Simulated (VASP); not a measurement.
Wanted: the native input for a VASP 6.6.1 run.

```
Task                   : single point
Functional             : LDA
Potentials or basis    : VASP PAW LDA potentials, release 64 (Ni, Ge_d)
Cutoff                 : 520 eV
k mesh                 : 12 × 12 × 12
Occupations            : gaussian, width 0.15 eV
Spin                   : collinear spin, ferromagnetic start
Starting moments       : [0.375, 0.375, 0.375, 0.0] μB
Fixed moment           : 1.125 μB
Dipole correction      : no
Further INCAR settings : ALGO = Normal; EDIFF = 1e-07; NBANDS = 34
```

The structure of Ni3Ge lies in POSCAR:

```
Ni3Ge
1.0
    3.4886992114      0.0000000000      0.0000000000
    0.0000000000      3.4886992114      0.0000000000
    0.0000000000      0.0000000000      3.4886992114
Ni Ge
3 1
Direct
    0.5000000000      0.0000000000      0.5000000000
    0.0000000000      0.5000000000      0.5000000000
    0.5000000000      0.5000000000      0.0000000000
    0.0000000000      0.0000000000      0.0000000000
```

The input as run:

INCAR

```
SYSTEM = Ni3Ge
PREC     = Accurate       ! precision mode
ENCUT    = 520            ! plane-wave cutoff, eV
EDIFF    = 1E-7           ! SCF threshold, eV
ISMEAR   = 0              ! smearing method
SIGMA    = 0.15           ! smearing width, eV
LREAL    = .FALSE.        ! projectors in reciprocal space
LASPH    = .TRUE.         ! aspherical terms in the spheres
NELM     = 150            ! most SCF steps
ALGO     = Normal         ! electronic algorithm
ISIF     = 2              ! what is computed and relaxed
LWAVE    = .FALSE.        ! write WAVECAR
LCHARG   = .TRUE.         ! write CHGCAR
ISPIN    = 2              ! spin polarisation
MAGMOM   = 0.375 0.375 0.375 0 ! initial moments
LORBIT   = 11             ! projections on sites
NUPDOWN  = 1.125          ! fixed moment
LMAXMIX  = 4              ! l up to which the mixer works
LELF     = .TRUE.         ! ELF
LVHAR    = .TRUE.       
NBANDS   = 34             ! bands
```

KPOINTS

```
regular mesh
0
G
  12 12 12
  0 0 0
```

Potentials or basis: VASP PAW LDA potentials, release 64 (Ni, Ge_d).

Command:

```console
$ cat potpaw_LDA.64/Ni/POTCAR potpaw_LDA.64/Ge_d/POTCAR > POTCAR
$ mpirun -np 1 vasp_std > vasp.out
```

It gave:

```json
{
  "Pressure": "2.1 GPa",
  "Net moment": "1.12 μB per cell",
  "Site moments": "Ni +0.37; Ge +0.02 μB",
  "Valence electrons inside the program's atomic spheres": "Ni 9.53; Ge 12.56"
}
```

Caveat: the total moment is fixed, so each spin has its own Fermi level and the state may be an excited one.

Run time: 4.9 min on 1 thread of Oxide Virtual Turin-like Processor (shared host), peak memory 0.25 GiB.
